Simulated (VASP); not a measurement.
Runs of VASP 6.6.1 on PF2. The structure is that of space group Fd-3m (No. 227), or close to it. The cells are those of the table. The cell was generated, and may not be a known phase.

| task | spin | cell | k mesh | cutoff (eV) | gap on the mesh (eV) | pressure (GPa) | moment (μB) |
| --- | --- | --- | --- | --- | --- | --- | --- |
| single point | collinear | a = 4.515 Å, angles 60.0°, 6 atoms | 6 × 6 × 6 | 520 | none | -0.4 | 0.99 |
| relaxation of cell and atoms | collinear | relaxed from a = 4.515 Å, angles 60.0°, 6 atoms | 6 × 6 × 6 | 600 | none | -0.4 | 0.99 |
| single point | off | a = 5.005 Å, angles 60.0°, 6 atoms | 4 × 4 × 4 | 520 | none | (a) | - |
| single point | collinear | a = 5.005 Å, angles 60.0°, 6 atoms | 4 × 4 × 4 | 520 | none | -14.9 | 2.40 |
| relaxation of cell and atoms | collinear | relaxed from a = 5.005 Å, angles 60.0°, 6 atoms | 4 × 4 × 4 | 600 | none | -0.2 | 0.88 |

Alike in all rows: level PBE+D3(BJ); potentials or basis VASP PAW PBE potentials, release 64 (P, F); smearing gaussian 0.1 eV.

Task: Fill in the values left out.

Result: (a) -15.7.

Caveats: some runs use coarse meshes; the relaxation stopped at its first step, so nothing moved (at least some runs); a moment this small can come from the mesh or the smearing (at least some runs).

A gap of «none» marks levels without a gap at the run's occupations.
